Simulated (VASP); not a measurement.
# SnO2 (Pnnm) in VASP: notebook

SnO2 is run at these levels: LDA; tasks: single point.

All numbers are computed with VASP 6.6.1; they aren't measurements. Logs are shortened: lines on timing, memory, paths and dates and some standing lists are left out, and cuts for length are marked.

### Step 1. The cell of the first run

The typed cell holds 6 atoms: a = 4.723 Å, b = 4.731 Å, c = 3.191 Å, α = 90.00°, β = 90.00°, γ = 90.00°.

### Step 2. Single point, LDA

INCAR

```
SYSTEM = SnO2
  ALGO = Normal
  EDIFF = 1E-7
  ENCUT = 520
  GGA = CA
  ISIF = 2
  ISMEAR = 0
  LASPH = .True.
  LCHARG = .False.
  LREAL = .False.
  LWAVE = .False.
  NBANDS = 35
  NELM = 100
  PREC = Accurate
  SIGMA = 0.1
```

KPOINTS

```
k-points
0
Gamma
  4 4 6
  0 0 0
```

POSCAR

```
SnO2
1.0
    4.7225687246      0.0000000000      0.0000000000
    0.0000000000      4.7305453502      0.0000000000
    0.0000000000      0.0000000000      3.1914103631
Sn O
2 4
Direct
    0.5000000000      0.5000000000      0.5000000000
    0.0000000000      0.0000000000      0.0000000000
    0.3054133998      0.3067841122      0.0000000000
    0.8054133998      0.1932158878      0.5000000000
    0.1945866002      0.8067841122      0.5000000000
    0.6945866002      0.6932158878      0.0000000000
```

Potentials or basis: VASP PAW LDA potentials, release 64 (Sn_d, O).

The run is started by

```sh
> cat potpaw_LDA.64/Sn_d/POTCAR potpaw_LDA.64/O/POTCAR > POTCAR
> mpirun -np 1 vasp_std > vasp.out
```

OUTCAR:

```text
SYSTEM = SnO2
   EDIFF = 1E-7
   ENCUT = 520
   GGA = CA
   ISIF = 2
   ISMEAR = 0
   LASPH = .True.
   LREAL = .False.
   NELM = 100
   PREC = Accurate

 ion  position               nearest neighbor table
   1  0.500  0.500  0.500-   4 2.05   5 2.05   3 2.06   6 2.06   3 2.06   6 2.06   2 3.70   2 3.70
                             2 3.70   2 3.70   2 3.70   2 3.70   2 3.70   2 3.70
   2  0.000  0.000  0.000-   3 2.05   6 2.05   5 2.06   4 2.06   4 2.06   5 2.06   1 3.70   1 3.70
                             1 3.70   1 3.70   1 3.70   1 3.70   1 3.70   1 3.70
   3  0.305  0.307  0.000-   2 2.05   1 2.06   1 2.06
   4  0.805  0.193  0.500-   1 2.05   2 2.06   2 2.06
   5  0.195  0.807  0.500-   1 2.05   2 2.06   2 2.06
   6  0.695  0.693  0.000-   2 2.05   1 2.06   1 2.06

  LATTYP: Found a simple orthorhombic cell.
 ALAT       =     3.1914103631
 B/A-ratio  =     1.4797748291
 C/A-ratio  =     1.4822742336

  Lattice vectors:

 A1 = (   0.0000000000,   0.0000000000,   3.1914103631)
 A2 = (   4.7225687246,   0.0000000000,   0.0000000000)
 A3 = (   0.0000000000,   4.7305453502,   0.0000000000)

Analysis of symmetry for initial positions (statically):
=====================================================================
 Subroutine PRICEL returns:
 Original cell was already a primitive cell.

 Routine SETGRP: Setting up the symmetry group for a
 simple orthorhombic supercell.

 Subroutine GETGRP returns: Found  8 space group operations
 (whereof  4 operations were pure point group operations)
 out of a pool of  8 trial point group operations.

The static configuration has the point symmetry C_2h.
 The point group associated with its full space group is D_2h.

Analysis of symmetry for dynamics (positions and initial velocities):
=====================================================================
 Subroutine PRICEL returns:
 Original cell was already a primitive cell.

 Routine SETGRP: Setting up the symmetry group for a
 simple orthorhombic supercell.

 Subroutine GETGRP returns: Found  8 space group operations
 (whereof  4 operations were pure point group operations)
 out of a pool of  8 trial point group operations.

The dynamic configuration has the point symmetry C_2h.
 The point group associated with its full space group is D_2h.

 Subroutine INISYM returns: Found  8 space group operations
 (whereof  4 operations are pure point group operations),
 and found     1 'primitive' translations

----------------------------------------------------------------------------------------

                                     Primitive cell

  volume of cell :      71.2971

  direct lattice vectors                    reciprocal lattice vectors
     4.722568725  0.000000000  0.000000000     0.211749168  0.000000000  0.000000000
     0.000000000  4.730545350  0.000000000     0.000000000  0.211392118  0.000000000
     0.000000000  0.000000000  3.191410363     0.000000000  0.000000000  0.313341089

  length of vectors
     4.722568725  4.730545350  3.191410363     0.211749168  0.211392118  0.313341089

  position of ions in fractional coordinates (direct lattice)
     0.500000000  0.500000000  0.500000000
     0.000000000  0.000000000  0.000000000
     0.305413400  0.306784112  0.000000000
     0.805413400  0.193215888  0.500000000
     0.194586600  0.806784112  0.500000000
     0.694586600  0.693215888  0.000000000

  ion indices of the primitive-cell ions
   primitive index   ion index
                 1           1
                 2           2
                 3           3
                 4           4
                 5           5
                 6           6

----------------------------------------------------------------------------------------

 KPOINTS: k-points

Automatic generation of k-mesh.
 Grid dimensions read from file:
 generate k-points for:    4    4    6

 Generating k-lattice:

  Cartesian coordinates                     Fractional coordinates (reciprocal lattice)
     0.052937292  0.000000000  0.000000000     0.250000000  0.000000000  0.000000000
     0.000000000  0.052848029  0.000000000     0.000000000  0.250000000  0.000000000
     0.000000000  0.000000000  0.052223515     0.000000000  0.000000000  0.166666667

  Length of vectors
     0.052937292  0.052848029  0.052223515

  Shift w.r.t. Gamma in fractional coordinates (k-lattice)
     0.000000000  0.000000000  0.000000000

 Subroutine IBZKPT returns following result:
 ===========================================

 Found     36 irreducible k-points:

 Following reciprocal coordinates:
            Coordinates               Weight
  0.000000  0.000000  0.000000      1.000000
  0.250000  0.000000  0.000000      2.000000
  0.500000  0.000000  0.000000      1.000000
  0.000000  0.250000  0.000000      2.000000
  0.250000  0.250000  0.000000      4.000000
  0.500000  0.250000  0.000000      2.000000
[... 16 lines left out ...]
  0.250000  0.250000  0.333333      8.000000
  0.500000  0.250000  0.333333      4.000000
 [... further k-points ...]
   k-points           NKPTS =     36   k-points in BZ     NKDIM =     36   number of bands    NBANDS=     35
   number of dos      NEDOS =    301   number of ions     NIONS =      6
   total plane-waves  NPLWV =  31104
   dimension x,y,z NGX =    36 NGY =   36 NGZ =   24
   dimension x,y,z NGXF=    72 NGYF=   72 NGZF=   48
   ions per type =               2   4
   NGX,Y,Z   is equivalent  to a cutoff of  12.67, 12.65, 12.50 a.u.
   NGXF,Y,Z  is equivalent  to a cutoff of  25.35, 25.30, 25.00 a.u.
 SYSTEM =  SnO2
   PREC   = accura    normal or accurate (medium, high low for compatibility)
   ISTART =      0    job   : 0-new  1-cont  2-samecut
   ICHARG =      2    charge: 1-file 2-atom 10-const
   ISPIN  =      1    spin polarized calculation?
   LNONCOLLINEAR =      F non collinear calculations
   LSORBIT =      F    spin-orbit coupling
   LASPH  =      T    aspherical Exc in radial PAW
   ENCUT  =  520.0 eV  38.22 Ry    6.18 a.u.   8.78  8.80  5.93*2*pi/ulx,y,z
   NELM   =    100;   NELMIN=  2; NELMDL= -5     # of ELM steps
   EDIFF  = 0.1E-06   stopping-criterion for ELM
   LREAL  =      F    real-space projection
   EDIFFG = 0.1E-05   stopping-criterion for IOM
   NSW    =      0    number of steps for IOM
   IBRION =     -1    ionic relax: 0-MD 1-quasi-New 2-CG
   NFREE  =      0    steps in history (QN), initial steepest desc. (CG)
   ISIF   =      2    stress and relaxation
   ISYM   =      2    0-nonsym 1-usesym 2-fastsym
   POTIM  = 0.5000    time-step for ionic-motion
   TEBEG  =    0.0;   TEEND  =   0.0 temperature during run
   PSTRESS=    0.0 pullay stress
   NELECT =      52.0000    total number of electrons
   NUPDOWN=      -1.0000    fix difference up-down
   EMIN   =  10.00;   EMAX   =-10.00  energy-range for DOS
   EFERMI =   0.00;   METHOD = LEGACY
   ISMEAR =     0;   SIGMA  =   0.10  broadening in eV -4-tet -1-fermi 0-gaus
   EFERMI_NEDOS =   21; number of points for ismear=-14 and -15
   IALGO  =     38    algorithm
   IMIX   =      4    mixing-type and parameters
     AMIX     =   0.40;   BMIX     =  1.00
     AMIX_MAG =   1.60;   BMIX_MAG =  1.00
  volume/ion in A,a.u.               =      11.88        80.19
  Fermi-wavevector in a.u.,A,eV,Ry     =   1.473619  2.784736 29.545774  2.171553
  Thomas-Fermi vector in A             =   2.588490
   LORBIT       =      0    0 simple, 1 ext, 2 COOP (PROOUT), +10 PAW based schemes
   GGA     = CA    functional components
   LHFCALC =     F    Hartree Fock is set to
   AEXX    =    0.0000 exact exchange contribution
   IVDW    =     0    specifies the selected vdW correction
   LEPSILON=     F    determine dielectric tensor
   LRPA    =     F    only Hartree local field effects (RPA)
 non-spin polarized calculation
 Gauss-broadening in eV      SIGMA  =   0.10
  energy-cutoff  :      520.00
  volume of cell :       71.30
 maximum number of plane-waves:      1944
 NGX is ok and might be reduce to    36
   NGX = 17   NGY = 17   NGZ = 11

 number of electron      51.9999990 magnetization

 Free energy of the ion-electron system (eV)
  ---------------------------------------------------
  ext. energy  EPLUGINS =         0.00000000
  ---------------------------------------------------
  free energy    TOTEN  =       -42.27954200 eV

  energy without entropy =      -42.27954200  energy(sigma->0) =      -42.27954200

 E-fermi :   6.3454     XC(G=0): -11.8197

 val. band max:        5.9096739736   @ k =   0.0000   0.0000   0.0000
 cond. band min:       7.0831999808   @ k =   0.0000   0.0000   0.0000
 fundamental gap:      1.1735260072
 Fermi energy:         6.3454030427

 k-point     1 :       0.0000    0.0000    0.0000
  band No.  band energies     occupation
      1     -15.1052      2.00000
      2     -14.3311      2.00000
      3     -14.0585      2.00000
      4     -14.0394      2.00000
      5     -14.0393      2.00000
      6     -13.9602      2.00000
[... 27 lines left out ...]
     34      17.8562      0.00000
     35      18.2748      0.00000

 k-point     2 :       0.2500    0.0000    0.0000
  band No.  band energies     occupation
      1     -15.0102      2.00000
      2     -14.4459      2.00000
      3     -14.0575      2.00000
      4     -14.0354      2.00000
      5     -14.0351      2.00000
      6     -14.0205      2.00000
[... 27 lines left out ...]
     34      17.8590      0.00000
     35      18.2037      0.00000

 k-point     3 :       0.5000    0.0000    0.0000
  band No.  band energies     occupation
      1     -14.7502      2.00000
      2     -14.7502      2.00000
      3     -14.0528      2.00000
      4     -14.0528      2.00000
      5     -14.0309      2.00000
      6     -14.0309      2.00000
[... 27 lines left out ...]
     34      18.0902      0.00000
     35      18.2285      0.00000
[... 723 lines left out ...]
 k-point    23 :       0.2500    0.2500    0.3333
  band No.  band energies     occupation
      1     -14.8958      2.00000
      2     -14.6719      2.00000
      3     -14.4942      2.00000
      4     -14.0757      2.00000
      5     -13.9012      2.00000
      6     -13.8719      2.00000
[... 27 lines left out ...]
     34      17.8469      0.00000
     35      18.2459      0.00000

 k-point    24 :       0.5000    0.2500    0.3333
  band No.  band energies     occupation
      1     -14.8176      2.00000
      2     -14.8176      2.00000
      3     -14.2796      2.00000
      4     -14.2796      2.00000
      5     -13.8890      2.00000
      6     -13.8890      2.00000
[... 27 lines left out ...]
     34      17.3553      0.00000
     35      18.3434      0.00000

 [... further k-points ...]

------------------------ aborting loop because EDIFF is reached ----------------------------------------

  FORCE on cell =-STRESS in cart. coord.  units (eV):
  Direction    XX          YY          ZZ          XY          YZ          ZX
  --------------------------------------------------------------------------------------
  -------------------------------------------------------------------------------------
  Total        0.2255891      0.1895836      0.4164687      0.0000000      0.0000000      0.0000000
  in kB        5.0693996      4.2602904      9.3588138      0.0000000      0.0000000      0.0000000
  external PRESSURE =       6.2295012 kB  Pullay stress =       0.0000000 kB

 VOLUME and BASIS-vectors are now :
 -----------------------------------------------------------------------------
  energy-cutoff  :      520.00
  volume of cell :       71.30
      direct lattice vectors                 reciprocal lattice vectors
     4.722568725  0.000000000  0.000000000     0.211749168  0.000000000  0.000000000
     0.000000000  4.730545350  0.000000000     0.000000000  0.211392118  0.000000000
     0.000000000  0.000000000  3.191410363     0.000000000  0.000000000  0.313341089

 POSITION                                       TOTAL-FORCE (eV/Angst)
 -----------------------------------------------------------------------------------
      2.36128      2.36527      1.59571         0.000000      0.000000      0.000000
      0.00000      0.00000      0.00000         0.000000      0.000000      0.000000
      1.44234      1.45126      0.00000        -0.013590     -0.015674     -0.000000
      3.80362      0.91402      1.59571        -0.013590      0.015674      0.000000
      0.91895      3.81653      1.59571         0.013590     -0.015674     -0.000000
      3.28023      3.27929      0.00000         0.013590      0.015674      0.000000
 -----------------------------------------------------------------------------------
    total drift:                                0.000000      0.000000      0.000000

  FREE ENERGIE OF THE ION-ELECTRON SYSTEM (eV)
  ---------------------------------------------------
  free  energy   TOTEN  =       -42.2795420008 eV

  energy  without entropy=      -42.2795420008  energy(sigma->0) =      -42.27954200
```

Wall time 28 s (1 thread of Intel Xeon 6975P-C (Granite Rapids), shared host); peak memory 0.19 GiB.

Results:

- Free energy: -42.2795 eV
- Pressure: 0.6 GPa
- Largest force: 0.021 eV/Å
- Band gap on the k mesh: 1.17 eV, direct

Forces on the atoms (eV/Å):
```
Sn   0.000  0.000  0.000
Sn   0.000  0.000  0.000
O   -0.014 -0.016  0.000
O   -0.014  0.016  0.000
O    0.014 -0.016  0.000
O    0.014  0.016  0.000
```

Caveat: spin-orbit coupling is left out, which moves the levels of the heavy elements. As with any semilocal functional, this LDA gap is likely too small.

### Step 3. Single point, LDA

This run uses another cell than the first one, of 11.86 Å³/atom, 0.998 times its volume.

INCAR

```
SYSTEM = SnO2
ALGO     = Normal         ! electronic algorithm
EDIFF    = 1E-6           ! SCF threshold, eV
ENCUT    = 520            ! plane-wave cutoff, eV
GGA      = CA             ! functional
ISIF     = 2              ! what is computed and relaxed
ISMEAR   = 0              ! smearing method
LASPH    = .TRUE.         ! aspherical terms in the spheres
LCHARG   = .TRUE.         ! write CHGCAR
LELF     = .TRUE.         ! ELF
LREAL    = .FALSE.        ! projectors in reciprocal space
LVHAR    = .TRUE.       
LWAVE    = .FALSE.        ! write WAVECAR
NBANDS   = 35             ! bands
NELM     = 100            ! most SCF steps
PREC     = Accurate       ! precision mode
SIGMA    = 0.02           ! smearing width, eV
```

KPOINTS

```
k-points
0
G
  6 6 8
  0 0 0
```

POSCAR

```
SnO2
1.0
    4.7212714757      0.0000000000      0.0000000000
    0.0000000000      4.7242464866      0.0000000000
    0.0000000000      0.0000000000      3.1900194031
Sn O
2 4
Direct
    0.5000000000      0.5000000000      0.5000000000
    0.0000000000      0.0000000000      0.0000000000
    0.3055669669      0.3065721211      0.0000000000
    0.8055669669      0.1934278789      0.5000000000
    0.1944330331      0.8065721211      0.5000000000
    0.6944330331      0.6934278789      0.0000000000
```

Potentials or basis: VASP PAW LDA potentials, release 64 (Sn_d, O).

The run is started by

```sh
> cat potpaw_LDA.64/Sn_d/POTCAR potpaw_LDA.64/O/POTCAR > POTCAR
> mpirun -np 1 vasp_std > vasp.out
```

Wall time 96 s (1 thread of Intel Xeon Platinum 8488C (Sapphire Rapids), shared host); peak memory 0.25 GiB.

It converged, with:

```
Free energy            : -42.2799 eV
Pressure               : 1.1 GPa
Largest force          : 0.022 eV/Å
Band gap on the k mesh : 1.20 eV, direct
```

Forces on the atoms (eV/Å):
```
Sn   0.000  0.000  0.000
Sn   0.000  0.000  0.000
O   -0.014 -0.016  0.000
O   -0.014  0.016  0.000
O    0.014 -0.016  0.000
O    0.014  0.016  0.000
```

Stress tensor (GPa, compression positive):
```
0.91 0.00 0.00
0.00 0.90 0.00
0.00 0.00 1.42
```

Levels at points of the mesh, in eV from the valence-band top:
```tsv
k point	band 22	band 23	band 24	band 25	band 26	band 27	band 28	band 29	band 30	band 31
(0.00, 0.00, 0.00)	-1.28	-1.28	-0.81	-0.81	0.00	1.20	5.96	6.07	6.08	10.11
(0.50, 0.00, 0.00)	-2.03	-1.24	-1.24	-0.65	-0.65	4.35	4.35	6.82	6.82	10.83
(0.00, 0.50, 0.00)	-2.04	-1.24	-1.24	-0.65	-0.65	4.36	4.36	6.84	6.84	10.83
(0.50, 0.50, 0.00)	-2.07	-1.36	-1.36	-0.92	-0.92	4.74	4.74	7.33	7.33	10.83
(0.00, 0.00, 0.50)	-2.71	-1.73	-1.73	-1.29	-1.29	6.07	6.07	9.54	9.54	10.40
(0.50, 0.00, 0.50)	-1.80	-1.13	-1.13	-0.72	-0.72	6.36	6.36	7.90	7.90	10.76
(0.00, 0.50, 0.50)	-1.79	-1.14	-1.14	-0.72	-0.72	6.35	6.35	7.90	7.90	10.78
(0.50, 0.50, 0.50)	-2.44	-0.99	-0.99	-0.85	-0.85	4.73	4.73	8.64	8.64	10.77
```

Caveat: spin-orbit coupling is left out, which moves the levels of the heavy elements.

### Step 4. Single point, LDA

This run uses another cell than the first one, of 11.86 Å³/atom, 0.998 times its volume.

INCAR

```
  PREC = Accurate
  ENCUT = 520
  EDIFF = 1E-6
  ISMEAR = 0
  SIGMA = 0.02
  LREAL = F
  LASPH = T
  NELM = 60
  ALGO = Normal
  ISIF = 2
  LWAVE = F
  LCHARG = F
  NBANDS = 35
```

KPOINTS

```
regular mesh
0
Gamma
  6 6 8
```

POSCAR is that of step 3.

The run is started by

```sh
> cat potpaw_LDA.64/Sn_d/POTCAR potpaw_LDA.64/O/POTCAR > POTCAR
> mpirun -np 1 vasp_std > vasp.out
```

It took 80 s on 1 thread of Intel Xeon Platinum 8488C (Sapphire Rapids), shared host; peak memory 0.26 GiB.

The run converged. Its results:

* Free energy: -42.2799 eV
* Pressure: 1.1 GPa
* Largest force: 0.022 eV/Å
* Band gap on the k mesh: 1.20 eV, direct

Forces on the atoms (eV/Å):
```
Sn   0.000  0.000  0.000
Sn   0.000  0.000  0.000
O   -0.014 -0.016  0.000
O   -0.014  0.016  0.000
O    0.014 -0.016  0.000
O    0.014  0.016  0.000
```

Stress tensor (GPa, compression positive):
```
0.91 0.00 0.00
0.00 0.90 0.00
0.00 0.00 1.42
```

Levels at points of the mesh, in eV from the valence-band top:
| k point | band 22 | band 23 | band 24 | band 25 | band 26 | band 27 | band 28 | band 29 | band 30 | band 31 |
| --- | --- | --- | --- | --- | --- | --- | --- | --- | --- | --- |
| (0.00, 0.00, 0.00) | -1.28 | -1.28 | -0.81 | -0.81 | 0.00 | 1.20 | 5.96 | 6.07 | 6.08 | 10.11 |
| (0.50, 0.00, 0.00) | -2.03 | -1.24 | -1.24 | -0.65 | -0.65 | 4.35 | 4.35 | 6.82 | 6.82 | 10.83 |
| (0.00, 0.50, 0.00) | -2.04 | -1.24 | -1.24 | -0.65 | -0.65 | 4.36 | 4.36 | 6.84 | 6.84 | 10.83 |
| (0.50, 0.50, 0.00) | -2.07 | -1.36 | -1.36 | -0.92 | -0.92 | 4.74 | 4.74 | 7.33 | 7.33 | 10.83 |
| (0.00, 0.00, 0.50) | -2.71 | -1.73 | -1.73 | -1.29 | -1.29 | 6.07 | 6.07 | 9.54 | 9.54 | 10.40 |
| (0.50, 0.00, 0.50) | -1.80 | -1.13 | -1.13 | -0.72 | -0.72 | 6.36 | 6.36 | 7.90 | 7.90 | 10.76 |
| (0.00, 0.50, 0.50) | -1.79 | -1.14 | -1.14 | -0.72 | -0.72 | 6.35 | 6.35 | 7.90 | 7.90 | 10.78 |
| (0.50, 0.50, 0.50) | -2.44 | -0.99 | -0.99 | -0.85 | -0.85 | 4.73 | 4.73 | 8.64 | 8.64 | 10.77 |

Caveat: spin-orbit coupling is left out, which moves the levels of the heavy elements.
